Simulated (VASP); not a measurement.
# Ta4Cu (Pm-3m) in VASP: a series of runs

Ta4Cu is run at these levels: PBE; tasks: single point.

Program: VASP 6.6.1. These are calculated values, not measurements. Logs are shortened: lines on timing, memory, paths and dates and some standing lists are left out, and cuts for length are marked.

### Step 1. The cell of the first run

Symmetry: Pm-3m, No. 221, cubic system. The conventional cell has a = 4.336 Å, b = 4.336 Å, c = 4.336 Å, α = 90.00°, β = 90.00°, γ = 90.00°. Within 4.0 Å of Ta (site symmetry m-3m) lie 12 Ta at 3.07 Å and 8 Cu at 3.76 Å. Ta (site symmetry 4/mmm) has 2 Cu at 2.17 Å within 2.9 Å. Cu (site symmetry m-3m) has 6 Ta at 2.17 Å within 2.9 Å.

The cell was generated, and may not be a known phase.

### Step 2. Single point, PBE

Input file INCAR:

```
  PREC = Accurate
  ENCUT = 520
  EDIFF = 1E-6
  ISMEAR = 0
  SIGMA = 0.1
  LREAL = F
  LASPH = T
  NELM = 60
  ALGO = Fast
  ISIF = 2
  LWAVE = F
  LCHARG = F
  GGA = PE
  NBANDS = 36
```

Input file KPOINTS:

```
Automatic mesh
0
Gamma
  4 4 4
```

Input file POSCAR:

```
Ta4Cu
1.0
    4.3362958300      0.0000000000      0.0000000000
    0.0000000000      4.3362958300      0.0000000000
    0.0000000000      0.0000000000      4.3362958300
Ta Cu
4 1
Direct
    0.0000000000      0.0000000000      0.0000000000
    0.5000000000      0.5000000000      0.0000000000
    0.5000000000      0.0000000000      0.5000000000
    0.0000000000      0.5000000000      0.5000000000
    0.5000000000      0.5000000000      0.5000000000
```

Potentials or basis: VASP PAW PBE potentials, release 64 (Ta_pv, Cu).

On the command line:

```sh
$ cat potpaw_PBE.64/Ta_pv/POTCAR potpaw_PBE.64/Cu/POTCAR > POTCAR
$ mpirun -np 1 vasp_std > vasp.out
```

OUTCAR:

```text
PREC = Accurate
   ENCUT = 520
   EDIFF = 1E-6
   ISMEAR = 0
   LREAL = F
   LASPH = T
   NELM = 60
   ISIF = 2
   GGA = PE

 ion  position               nearest neighbor table
   1  0.000  0.000  0.000-   2 3.07   3 3.07   4 3.07   3 3.07   4 3.07   2 3.07   4 3.07   4 3.07
                             2 3.07   3 3.07   3 3.07   2 3.07
   2  0.500  0.500  0.000-   5 2.17   5 2.17   4 3.07   1 3.07   3 3.07   4 3.07   3 3.07   1 3.07
                             3 3.07   3 3.07   1 3.07   4 3.07   4 3.07   1 3.07
   3  0.500  0.000  0.500-   5 2.17   5 2.17   4 3.07   1 3.07   1 3.07   2 3.07   2 3.07   4 3.07
                             2 3.07   2 3.07   1 3.07   4 3.07   1 3.07   4 3.07
   4  0.000  0.500  0.500-   5 2.17   5 2.17   3 3.07   1 3.07   1 3.07   2 3.07   1 3.07   3 3.07
                             1 3.07   2 3.07   3 3.07   2 3.07   2 3.07   3 3.07
   5  0.500  0.500  0.500-   2 2.17   3 2.17   4 2.17   2 2.17   3 2.17   4 2.17

  LATTYP: Found a simple cubic cell.
 ALAT       =     4.3362958300

  Lattice vectors:

 A1 = (   4.3362958300,   0.0000000000,   0.0000000000)
 A2 = (   0.0000000000,   4.3362958300,   0.0000000000)
 A3 = (   0.0000000000,   0.0000000000,   4.3362958300)

Analysis of symmetry for initial positions (statically):
=====================================================================
 Subroutine PRICEL returns:
 Original cell was already a primitive cell.

 Routine SETGRP: Setting up the symmetry group for a
 simple cubic supercell.

 Subroutine GETGRP returns: Found 48 space group operations
 (whereof 48 operations were pure point group operations)
 out of a pool of 48 trial point group operations.

The static configuration has the point symmetry O_h .

Analysis of symmetry for dynamics (positions and initial velocities):
=====================================================================
 Subroutine PRICEL returns:
 Original cell was already a primitive cell.

 Routine SETGRP: Setting up the symmetry group for a
 simple cubic supercell.

 Subroutine GETGRP returns: Found 48 space group operations
 (whereof 48 operations were pure point group operations)
 out of a pool of 48 trial point group operations.

The dynamic configuration has the point symmetry O_h .

 Subroutine INISYM returns: Found 48 space group operations
 (whereof 48 operations are pure point group operations),
 and found     1 'primitive' translations

----------------------------------------------------------------------------------------

                                     Primitive cell

  volume of cell :      81.5374

  direct lattice vectors                    reciprocal lattice vectors
     4.336295830  0.000000000  0.000000000     0.230611572  0.000000000  0.000000000
     0.000000000  4.336295830  0.000000000     0.000000000  0.230611572  0.000000000
     0.000000000  0.000000000  4.336295830     0.000000000  0.000000000  0.230611572

  length of vectors
     4.336295830  4.336295830  4.336295830     0.230611572  0.230611572  0.230611572

  position of ions in fractional coordinates (direct lattice)
     0.000000000  0.000000000  0.000000000
     0.500000000  0.500000000  0.000000000
     0.500000000  0.000000000  0.500000000
     0.000000000  0.500000000  0.500000000
     0.500000000  0.500000000  0.500000000

  ion indices of the primitive-cell ions
   primitive index   ion index
                 1           1
                 2           2
                 3           3
                 4           4
                 5           5

----------------------------------------------------------------------------------------

 KPOINTS: Automatic mesh

Automatic generation of k-mesh.
 Grid dimensions read from file:
 generate k-points for:    4    4    4

 Generating k-lattice:

  Cartesian coordinates                     Fractional coordinates (reciprocal lattice)
     0.057652893  0.000000000  0.000000000     0.250000000  0.000000000  0.000000000
     0.000000000  0.057652893  0.000000000     0.000000000  0.250000000  0.000000000
     0.000000000  0.000000000  0.057652893     0.000000000  0.000000000  0.250000000

  Length of vectors
     0.057652893  0.057652893  0.057652893

  Shift w.r.t. Gamma in fractional coordinates (k-lattice)
     0.000000000  0.000000000  0.000000000

 Subroutine IBZKPT returns following result:
 ===========================================

 Found     10 irreducible k-points:

 Following reciprocal coordinates:
            Coordinates               Weight
  0.000000  0.000000  0.000000      1.000000
  0.250000  0.000000  0.000000      6.000000
  0.500000  0.000000  0.000000      3.000000
  0.250000  0.250000  0.000000     12.000000
  0.500000  0.250000  0.000000     12.000000
  0.500000  0.500000  0.000000      3.000000
  0.250000  0.250000  0.250000      8.000000
  0.500000  0.250000  0.250000     12.000000
  0.500000  0.500000  0.250000      6.000000
  0.500000  0.500000  0.500000      1.000000
   k-points           NKPTS =     10   k-points in BZ     NKDIM =     10   number of bands    NBANDS=     36
   number of dos      NEDOS =    301   number of ions     NIONS =      5
   total plane-waves  NPLWV =  32768
   dimension x,y,z NGX =    32 NGY =   32 NGZ =   32
   dimension x,y,z NGXF=    64 NGYF=   64 NGZF=   64
   ions per type =               4   1
   NGX,Y,Z   is equivalent  to a cutoff of  12.27, 12.27, 12.27 a.u.
   NGXF,Y,Z  is equivalent  to a cutoff of  24.54, 24.54, 24.54 a.u.
 SYSTEM =  unknown system
   PREC   = accura    normal or accurate (medium, high low for compatibility)
   ISTART =      0    job   : 0-new  1-cont  2-samecut
   ICHARG =      2    charge: 1-file 2-atom 10-const
   ISPIN  =      1    spin polarized calculation?
   LNONCOLLINEAR =      F non collinear calculations
   LSORBIT =      F    spin-orbit coupling
   LASPH  =      T    aspherical Exc in radial PAW
   ENCUT  =  520.0 eV  38.22 Ry    6.18 a.u.   8.06  8.06  8.06*2*pi/ulx,y,z
   NELM   =     60;   NELMIN=  2; NELMDL= -5     # of ELM steps
   EDIFF  = 0.1E-05   stopping-criterion for ELM
   LREAL  =      F    real-space projection
   EDIFFG = 0.1E-04   stopping-criterion for IOM
   NSW    =      0    number of steps for IOM
   IBRION =     -1    ionic relax: 0-MD 1-quasi-New 2-CG
   NFREE  =      0    steps in history (QN), initial steepest desc. (CG)
   ISIF   =      2    stress and relaxation
   ISYM   =      2    0-nonsym 1-usesym 2-fastsym
   POTIM  = 0.5000    time-step for ionic-motion
   TEBEG  =    0.0;   TEEND  =   0.0 temperature during run
   PSTRESS=    0.0 pullay stress
   NELECT =      55.0000    total number of electrons
   NUPDOWN=      -1.0000    fix difference up-down
   EMIN   =  10.00;   EMAX   =-10.00  energy-range for DOS
   EFERMI =   0.00;   METHOD = LEGACY
   ISMEAR =     0;   SIGMA  =   0.10  broadening in eV -4-tet -1-fermi 0-gaus
   EFERMI_NEDOS =   21; number of points for ismear=-14 and -15
   IALGO  =     68    algorithm
   IMIX   =      4    mixing-type and parameters
     AMIX     =   0.40;   BMIX     =  1.00
     AMIX_MAG =   1.60;   BMIX_MAG =  1.00
  volume/ion in A,a.u.               =      16.31       110.05
  Fermi-wavevector in a.u.,A,eV,Ry     =   1.435743  2.713162 28.046493  2.061359
  Thomas-Fermi vector in A             =   2.555008
   LORBIT       =      0    0 simple, 1 ext, 2 COOP (PROOUT), +10 PAW based schemes
   GGA     = PE    functional components
   LHFCALC =     F    Hartree Fock is set to
   AEXX    =    0.0000 exact exchange contribution
   IVDW    =     0    specifies the selected vdW correction
   LEPSILON=     F    determine dielectric tensor
   LRPA    =     F    only Hartree local field effects (RPA)
 non-spin polarized calculation
 RMM-DIIS sequential band-by-band and
 Gauss-broadening in eV      SIGMA  =   0.10
  energy-cutoff  :      520.00
  volume of cell :       81.54
 maximum number of plane-waves:      2272
   NGX = 17   NGY = 17   NGZ = 17

 number of electron      54.9999992 magnetization

 Free energy of the ion-electron system (eV)
  ---------------------------------------------------
  ext. energy  EPLUGINS =         0.00000000
  ---------------------------------------------------
  free energy    TOTEN  =       -42.96441496 eV

  energy without entropy =      -42.93709253  energy(sigma->0) =      -42.95075374

 E-fermi :   6.4946     XC(G=0): -12.7091

 val. band max:        6.4170822001   @ k =   0.5000   0.2500   0.0000
 cond. band min:       6.5179078645   @ k =   0.2500   0.0000   0.0000
 fundamental gap:      0.1008256644
 Fermi energy:         6.4946162856

 k-point     1 :       0.0000    0.0000    0.0000
  band No.  band energies     occupation
      1     -28.1726      2.00000
      2     -28.1726      2.00000
      3     -28.1726      2.00000
      4     -27.6943      2.00000
      5     -27.6943      2.00000
      6     -27.6943      2.00000
[... 28 lines left out ...]
     35      12.0400      0.00000
     36      12.2281      0.00000

 k-point     2 :       0.2500    0.0000    0.0000
  band No.  band energies     occupation
      1     -28.1247      2.00000
      2     -28.1223      2.00000
      3     -28.1223      2.00000
      4     -27.7133      2.00000
      5     -27.7133      2.00000
      6     -27.7010      2.00000
[... 28 lines left out ...]
     35      10.4557      0.00000
     36      10.4565      0.00000

 k-point     3 :       0.5000    0.0000    0.0000
  band No.  band energies     occupation
      1     -28.0702      2.00000
      2     -28.0548      2.00000
      3     -28.0548      2.00000
      4     -27.7668      2.00000
      5     -27.7668      2.00000
      6     -27.6547      2.00000
[... 28 lines left out ...]
     35       8.8342      0.00000
     36      10.6414      0.00000
[... 196 lines left out ...]
 k-point     9 :       0.5000    0.5000    0.2500
  band No.  band energies     occupation
      1     -28.4362      2.00000
      2     -27.9677      2.00000
      3     -27.9604      2.00000
      4     -27.9604      2.00000
      5     -27.8782      2.00000
      6     -27.8172      2.00000
[... 28 lines left out ...]
     35      10.4432      0.00000
     36      10.5480      0.00000

 k-point    10 :       0.5000    0.5000    0.5000
  band No.  band energies     occupation
      1     -28.5343      2.00000
      2     -28.0475      2.00000
      3     -28.0475      2.00000
      4     -28.0475      2.00000
      5     -27.8168      2.00000
      6     -27.8168      2.00000
[... 28 lines left out ...]
     35      11.1478      0.00000
     36      11.4393      0.00000

------------------------ aborting loop because EDIFF is reached ----------------------------------------

  FORCE on cell =-STRESS in cart. coord.  units (eV):
  Direction    XX          YY          ZZ          XY          YZ          ZX
  --------------------------------------------------------------------------------------
  -------------------------------------------------------------------------------------
  Total       23.4130663     23.4130663     23.4130663      0.0000000     -0.0000000      0.0000000
  in kB      460.0575560    460.0575560    460.0575560      0.0000000     -0.0000000      0.0000000
  external PRESSURE =     460.0575560 kB  Pullay stress =       0.0000000 kB

 VOLUME and BASIS-vectors are now :
 -----------------------------------------------------------------------------
  energy-cutoff  :      520.00
  volume of cell :       81.54
      direct lattice vectors                 reciprocal lattice vectors
     4.336295830  0.000000000  0.000000000     0.230611572  0.000000000  0.000000000
     0.000000000  4.336295830  0.000000000     0.000000000  0.230611572  0.000000000
     0.000000000  0.000000000  4.336295830     0.000000000  0.000000000  0.230611572

 POSITION                                       TOTAL-FORCE (eV/Angst)
 -----------------------------------------------------------------------------------
      0.00000      0.00000      0.00000         0.000000      0.000000      0.000000
      2.16815      2.16815      0.00000         0.000000      0.000000      0.000000
      2.16815      0.00000      2.16815         0.000000      0.000000      0.000000
      0.00000      2.16815      2.16815         0.000000      0.000000      0.000000
      2.16815      2.16815      2.16815         0.000000      0.000000      0.000000
 -----------------------------------------------------------------------------------
    total drift:                                0.000000     -0.000000     -0.000000

  FREE ENERGIE OF THE ION-ELECTRON SYSTEM (eV)
  ---------------------------------------------------
  free  energy   TOTEN  =       -42.9644149609 eV

  energy  without entropy=      -42.9370925284  energy(sigma->0) =      -42.95075374
```

It took 16 s on 1 thread of Intel Xeon 6975P-C (Granite Rapids), shared host; peak memory 0.18 GiB.

Results:

| Property | Result |
| --- | --- |
| Free energy | -42.9644 eV |
| Pressure | 46.0 GPa |
| Band gap on the k mesh | zero (an odd number of electrons rules out a gap without spin polarisation) |

Levels at points of the mesh, in eV from the Fermi level:
```tsv
k point	band 24	band 25	band 26	band 27	band 28	band 29	band 30	band 31	band 32	band 33
(0.00, 0.00, 0.00)	-1.98	0.97	0.97	0.97	1.50	1.50	1.50	3.59	3.59	5.33
(0.50, 0.00, 0.00)	-1.60	-1.21	-0.52	-0.52	-0.20	0.72	1.42	1.76	1.83	1.83
(0.50, 0.50, 0.00)	-1.35	-1.20	-1.14	-0.72	-0.54	-0.54	0.59	0.59	1.65	1.77
(0.50, 0.50, 0.50)	-0.86	-0.86	-0.08	-0.08	-0.08	0.34	0.34	0.57	0.57	0.57
```

Caveat: the k points lie up to 0.36 Å⁻¹ apart, too coarse for converged energies and pressures of a metal; spin-orbit coupling is left out, which moves the levels of the heavy elements.

### Step 3. Single point, PBE

This run uses another cell than the first one, of 19.72 Å³/atom.

Input file INCAR:

```
SYSTEM = Ta4Cu
ALGO = Normal
EDIFF = 1E-6
ENCUT = 520
GGA = PE
ISIF = 2
ISMEAR = 0
LASPH = .True.
LCHARG = .False.
LREAL = .False.
LWAVE = .False.
NBANDS = 36
NELM = 80
PREC = Accurate
SIGMA = 0.1
```

Input file KPOINTS:

```
k-points
0
Gamma
  4 4 4
  0 0 0
```

POSCAR, as its differences from that of step 2:

```diff
@@ -2,5 +2,5 @@
 1.0
-    4.3362958300      0.0000000000      0.0000000000
-    0.0000000000      4.3362958300      0.0000000000
-    0.0000000000      0.0000000000      4.3362958300
+    4.6201243767      0.0000000000      0.0000000000
+    0.0000000000      4.6201243767      0.0000000000
+    0.0000000000      0.0000000000      4.6201243767
 Ta Cu
```

Potentials or basis: VASP PAW PBE potentials, release 64 (Ta_pv, Cu).

On the command line:

```sh
$ cat potpaw_PBE.64/Ta_pv/POTCAR potpaw_PBE.64/Cu/POTCAR > POTCAR
$ mpirun -np 1 vasp_std > vasp.out
```

Run time: 16 s. Hardware: 1 thread of Intel Xeon 6975P-C (Granite Rapids), shared host; peak memory 0.21 GiB.

Results (log left out):

* Free energy: -45.0797 eV
* Pressure: 0.1 GPa
* Band gap on the k mesh: zero (an odd number of electrons rules out a gap without spin polarisation)

Levels at points of the mesh, in eV from the Fermi level:
```
           k point  band 24  band 25  band 26  band 27  band 28  band 29  band 30  band 31
(0.00, 0.00, 0.00)    -1.50     0.84     0.84     0.84     0.89     0.89     0.89     2.82
(0.50, 0.00, 0.00)    -1.12    -1.01    -0.43    -0.43    -0.08     0.67     1.15     1.42
(0.50, 0.50, 0.00)    -1.02    -0.99    -0.91    -0.45    -0.40    -0.40     0.56     0.56
(0.50, 0.50, 0.50)    -0.62    -0.62     0.10     0.10     0.10     0.26     0.26     0.26
```

Caveat: spin-orbit coupling is left out, which moves the levels of the heavy elements.

The gap in the log of VASP goes by the Fermi energy; the results here count the filled bands.